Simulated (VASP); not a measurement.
# Ir (P6_3/mmc) in VASP: relaxation of cell and atoms with LDA

Aim: the relaxation of cell and atoms of Ir with LDA.

Everything below comes from runs of VASP 6.6.1. Logs are shortened: lines on timing, memory, paths and dates and some standing lists are left out, and cuts for length are marked.

### Step 1. The cell of the first run

It takes space group P6_3/mmc (No. 194, hexagonal). Conventional cell: a = 2.715 Å, b = 2.715 Å, c = 8.867 Å, α = 90.00°, β = 90.00°, γ = 120.00°. Ir (site symmetry -3m) has 12 Ir at 2.71 Å within 3.6 Å. Within 3.6 Å of Ir (site symmetry -6m2) lie 12 Ir at 2.71 Å.

### Step 2. Relaxation of cell and atoms, LDA

Contents of INCAR:

```
SYSTEM = Ir
PREC = Accurate
ENCUT = 500
EDIFF = 1E-7
ISMEAR = -1
SIGMA = 0.1
LREAL = .FALSE.
LASPH = .TRUE.
NELM = 120
ALGO = Normal
ISIF = 3
LWAVE = .FALSE.
LCHARG = .FALSE.
GGA = CA
IBRION = 2
NSW = 80
EDIFFG = -0.01
GGA_COMPAT = .FALSE.
NELMIN = 4
```

Contents of KPOINTS:

```
regular mesh
0
G
  13 13 4
  0 0 0
```

Contents of POSCAR:

```
Ir
1.0
    2.7148619862      0.0000000000      0.0000000000
   -1.3574309931      2.3511394478      0.0000000000
    0.0000000000      0.0000000000      8.8667392469
Ir
4
Direct
    0.0000000000      0.0000000000      0.0000000000
    0.0000000000      0.0000000000      0.5000000000
    0.3333333333      0.6666666667      0.2500000000
    0.6666666667      0.3333333333      0.7500000000
```

Potentials or basis: VASP PAW LDA potentials, release 64 (Ir).

Run with:

```
cat potpaw_LDA.64/Ir/POTCAR > POTCAR
mpirun -np 1 vasp_std > vasp.out
```

OUTCAR:

```text
SYSTEM = Ir
   PREC = Accurate
   ENCUT = 500
   EDIFF = 1E-7
   ISMEAR = -1
   LREAL = .FALSE.
   LASPH = .TRUE.
   NELM = 120
   ISIF = 3
   GGA = CA
   IBRION = 2
   NSW = 80
   EDIFFG = -0.01
   NELMIN = 4

 ion  position               nearest neighbor table
   1  0.000  0.000  0.000-   3 2.71   4 2.71   3 2.71   4 2.71   4 2.71   3 2.71
   2  0.000  0.000  0.500-   3 2.71   4 2.71   3 2.71   4 2.71   4 2.71   3 2.71
   3  0.333  0.667  0.250-   1 2.71   2 2.71   1 2.71   2 2.71   1 2.71   2 2.71
   4  0.667  0.333  0.750-   1 2.71   2 2.71   1 2.71   2 2.71   1 2.71   2 2.71

  LATTYP: Found a hexagonal cell.
 ALAT       =     2.7148619862
 C/A-ratio  =     3.2660000000

  Lattice vectors:

 A1 = (   2.7148619862,   0.0000000000,   0.0000000000)
 A2 = (  -1.3574309931,   2.3511394478,   0.0000000000)
 A3 = (   0.0000000000,   0.0000000000,   8.8667392469)

Analysis of symmetry for initial positions (statically):
=====================================================================
 Subroutine PRICEL returns:
 Original cell was already a primitive cell.

 Routine SETGRP: Setting up the symmetry group for a
 hexagonal supercell.

 Subroutine GETGRP returns: Found 24 space group operations
 (whereof 12 operations were pure point group operations)
 out of a pool of 24 trial point group operations.

The static configuration has the point symmetry D_3d.
 The point group associated with its full space group is D_6h.

Analysis of symmetry for dynamics (positions and initial velocities):
=====================================================================
 Subroutine PRICEL returns:
 Original cell was already a primitive cell.

 Routine SETGRP: Setting up the symmetry group for a
 hexagonal supercell.

 Subroutine GETGRP returns: Found 24 space group operations
 (whereof 12 operations were pure point group operations)
 out of a pool of 24 trial point group operations.

The dynamic configuration has the point symmetry D_3d.
 The point group associated with its full space group is D_6h.

 Subroutine INISYM returns: Found 24 space group operations
 (whereof 12 operations are pure point group operations),
 and found     1 'primitive' translations

----------------------------------------------------------------------------------------

                                     Primitive cell

  volume of cell :      56.5966

  direct lattice vectors                    reciprocal lattice vectors
     2.714861986  0.000000000  0.000000000     0.368342850  0.212662843  0.000000000
    -1.357430993  2.351139448  0.000000000     0.000000000  0.425325687  0.000000000
     0.000000000  0.000000000  8.866739247     0.000000000  0.000000000  0.112781032

  length of vectors
     2.714861986  2.714861986  8.866739247     0.425325687  0.425325687  0.112781032

  position of ions in fractional coordinates (direct lattice)
     0.000000000  0.000000000  0.000000000
     0.000000000  0.000000000  0.500000000
     0.333333333  0.666666667  0.250000000
     0.666666667  0.333333333  0.750000000

  ion indices of the primitive-cell ions
   primitive index   ion index
                 1           1
                 2           2
                 3           3
                 4           4

----------------------------------------------------------------------------------------

 KPOINTS: regular mesh

Automatic generation of k-mesh.
 Grid dimensions read from file:
 generate k-points for:   13   13    4

 Generating k-lattice:

  Cartesian coordinates                     Fractional coordinates (reciprocal lattice)
     0.028334065  0.016358680  0.000000000     0.076923077  0.000000000  0.000000000
     0.000000000  0.032717361  0.000000000     0.000000000  0.076923077  0.000000000
     0.000000000  0.000000000  0.028195258     0.000000000  0.000000000  0.250000000

  Length of vectors
     0.032717361  0.032717361  0.028195258

  Shift w.r.t. Gamma in fractional coordinates (k-lattice)
     0.000000000  0.000000000  0.000000000

 Subroutine IBZKPT returns following result:
 ===========================================

 Found     63 irreducible k-points:

 Following reciprocal coordinates:
            Coordinates               Weight
  0.000000  0.000000  0.000000      1.000000
  0.076923 -0.000000  0.000000      6.000000
  0.153846  0.000000  0.000000      6.000000
  0.230769 -0.000000  0.000000      6.000000
  0.307692  0.000000  0.000000      6.000000
  0.384615  0.000000  0.000000      6.000000
[... 16 lines left out ...]
  0.076923 -0.000000  0.250000     12.000000
  0.153846  0.000000  0.250000     12.000000
 [... further k-points ...]
   k-points           NKPTS =     63   k-points in BZ     NKDIM =     63   number of bands    NBANDS=     22
   number of dos      NEDOS =    301   number of ions     NIONS =      4
   total plane-waves  NPLWV =  28000
   dimension x,y,z NGX =    20 NGY =   20 NGZ =   70
   dimension x,y,z NGXF=    40 NGYF=   40 NGZF=  140
   ions per type =               4
   NGX,Y,Z   is equivalent  to a cutoff of  12.25, 12.25, 13.12 a.u.
   NGXF,Y,Z  is equivalent  to a cutoff of  24.49, 24.49, 26.25 a.u.
 SYSTEM =  Ir
   PREC   = accura    normal or accurate (medium, high low for compatibility)
   ISTART =      0    job   : 0-new  1-cont  2-samecut
   ICHARG =      2    charge: 1-file 2-atom 10-const
   ISPIN  =      1    spin polarized calculation?
   LNONCOLLINEAR =      F non collinear calculations
   LSORBIT =      F    spin-orbit coupling
   LASPH  =      T    aspherical Exc in radial PAW
   ENCUT  =  500.0 eV  36.75 Ry    6.06 a.u.   4.95  4.95 16.17*2*pi/ulx,y,z
   NELM   =    120;   NELMIN=  4; NELMDL= -5     # of ELM steps
   EDIFF  = 0.1E-06   stopping-criterion for ELM
   LREAL  =      F    real-space projection
   EDIFFG = -.1E-01   stopping-criterion for IOM
   NSW    =     80    number of steps for IOM
   IBRION =      2    ionic relax: 0-MD 1-quasi-New 2-CG
   NFREE  =      1    steps in history (QN), initial steepest desc. (CG)
   ISIF   =      3    stress and relaxation
   ISYM   =      2    0-nonsym 1-usesym 2-fastsym
   POTIM  = 0.5000    time-step for ionic-motion
   TEBEG  =    0.0;   TEEND  =   0.0 temperature during run
   PSTRESS=    0.0 pullay stress
   NELECT =      36.0000    total number of electrons
   NUPDOWN=      -1.0000    fix difference up-down
   EMIN   =  10.00;   EMAX   =-10.00  energy-range for DOS
   EFERMI =   0.00;   METHOD = LEGACY
   ISMEAR =    -1;   SIGMA  =   0.10  broadening in eV -4-tet -1-fermi 0-gaus
   EFERMI_NEDOS =   21; number of points for ismear=-14 and -15
   IALGO  =     38    algorithm
   IMIX   =      4    mixing-type and parameters
     AMIX     =   0.40;   BMIX     =  1.00
     AMIX_MAG =   1.60;   BMIX_MAG =  1.00
  volume/ion in A,a.u.               =      14.15        95.48
  Fermi-wavevector in a.u.,A,eV,Ry     =   1.407923  2.660589 26.970118  1.982248
  Thomas-Fermi vector in A             =   2.530133
   LORBIT       =      0    0 simple, 1 ext, 2 COOP (PROOUT), +10 PAW based schemes
   GGA     = CA    functional components
   LHFCALC =     F    Hartree Fock is set to
   AEXX    =    0.0000 exact exchange contribution
   IVDW    =     0    specifies the selected vdW correction
   LEPSILON=     F    determine dielectric tensor
   LRPA    =     F    only Hartree local field effects (RPA)
 conjugate gradient relaxation of ions
 non-spin polarized calculation
  energy-cutoff  :      500.00
  volume of cell :       56.60
 maximum number of plane-waves:      1473
 NGX is ok and might be reduce to    20
   NGX =  9   NGY =  9   NGZ = 33

--------------------------------------- Ionic step        1  -------------------------------------------

 number of electron      36.0000000 magnetization

 Free energy of the ion-electron system (eV)
  ---------------------------------------------------
  ext. energy  EPLUGINS =         0.00000000
  ---------------------------------------------------
  free energy    TOTEN  =       -41.20752518 eV

  energy without entropy =      -41.07081499  energy(sigma->0) =      -41.13917009

------------------------ aborting loop because EDIFF is reached ----------------------------------------

  FORCE on cell =-STRESS in cart. coord.  units (eV):
  Direction    XX          YY          ZZ          XY          YZ          ZX
  --------------------------------------------------------------------------------------
  -------------------------------------------------------------------------------------
  Total       -1.8244521     -1.8244521     -1.7901000     -0.0000000      0.0000000      0.0000000
  in kB      -51.6479360    -51.6479360    -50.6754721     -0.0000000      0.0000000      0.0000000
  external PRESSURE =     -51.3237814 kB  Pullay stress =       0.0000000 kB
[... 99 lines left out ...]
  energy  without entropy=      -41.0857893873  energy(sigma->0) =      -41.15267828

--------------------------------------- Ionic step        4  -------------------------------------------

 number of electron      36.0000001 magnetization

 Free energy of the ion-electron system (eV)
  ---------------------------------------------------
  ext. energy  EPLUGINS =         0.00000000
  ---------------------------------------------------
  free energy    TOTEN  =       -41.21957454 eV

  energy without entropy =      -41.08586723  energy(sigma->0) =      -41.15272088

 E-fermi :  10.5881     XC(G=0): -14.2145

 val. band max:       10.5710305078   @ k =   0.1538   0.1538   0.0000
 cond. band min:      10.5947408097   @ k =   0.3846   0.2308   0.2500
 fundamental gap:      0.0237103019
 Fermi energy:        10.5881412789

 k-point     1 :       0.0000    0.0000    0.0000
  band No.  band energies     occupation
      1      -0.7052      2.00000
      2       1.5060      2.00000
      3       1.5346      2.00000
      4       2.2839      2.00000
      5       6.0542      2.00000
      6       6.0972      2.00000
[... 574 lines left out ...]
      6       5.5519      2.00000
[... 14 lines left out ...]
     21      10.4530      1.58885
     22      11.2796      0.00199

 [... further k-points ...]

------------------------ aborting loop because EDIFF is reached ----------------------------------------

  FORCE on cell =-STRESS in cart. coord.  units (eV):
  Direction    XX          YY          ZZ          XY          YZ          ZX
  --------------------------------------------------------------------------------------
  -------------------------------------------------------------------------------------
  Total       -0.0178684     -0.0178684      0.0173141      0.0000000      0.0000000      0.0000000
  in kB       -0.5125507     -0.5125507      0.4966518      0.0000000      0.0000000      0.0000000
  external PRESSURE =      -0.1761499 kB  Pullay stress =       0.0000000 kB
[... 19 lines left out ...]
  FREE ENERGIE OF THE ION-ELECTRON SYSTEM (eV)
  ---------------------------------------------------
  free  energy   TOTEN  =       -41.2195745362 eV

  energy  without entropy=      -41.0858672282  energy(sigma->0) =      -41.15272088

 reached required accuracy - stopping structural energy minimisation
```

Wall time 3.6 min (1 thread of AMD EPYC 7R43 (Zen 3), shared host); peak memory 0.16 GiB.

Results:

```
Free energy                            : -41.2196 eV
Relaxed volume                         : 13.96 Å³/atom
Relaxed cell                           : a = 2.703 Å, b = 2.703 Å, c = 8.828 Å, α = 90.00°, β = 90.00°, γ = 120.00°
Space group after relaxing (to 0.05 Å) : P6_3/mmc (No. 194)
Energy gained by relaxing              : 3.0 meV/atom
Ionic steps                            : 4
Pressure after relaxing                : 0.0 GPa
```

Step by step:
| step | energy change (eV) | largest force (eV/Å) | pressure (GPa) | volume (Å³) |
| --- | --- | --- | --- | --- |
| 1 | 0.0000 | 0.0000 | -5.13 | 56.60 |
| 2 | 0.1966 | 0.0000 | 24.41 | 52.96 |
| 3 | -0.0120 | 0.0000 | -0.14 | 55.87 |
| 4 | -0.0120 | 0.0000 | -0.02 | 55.85 |

Final structure:
```
Ir
1.0
     2.70287    0.00000    0.00000
    -1.35144    2.34076    0.00000
     0.00000    0.00000    8.82831
Ir
4
Direct
  0.00000 0.00000 0.00000
  0.00000 0.00000 0.50000
  0.33333 0.66667 0.25000
  0.66667 0.33333 0.75000
```

Caveat: the bands computed are all filled at some k points, so no gap is given; spin-orbit coupling is left out, which moves the levels of the heavy elements.
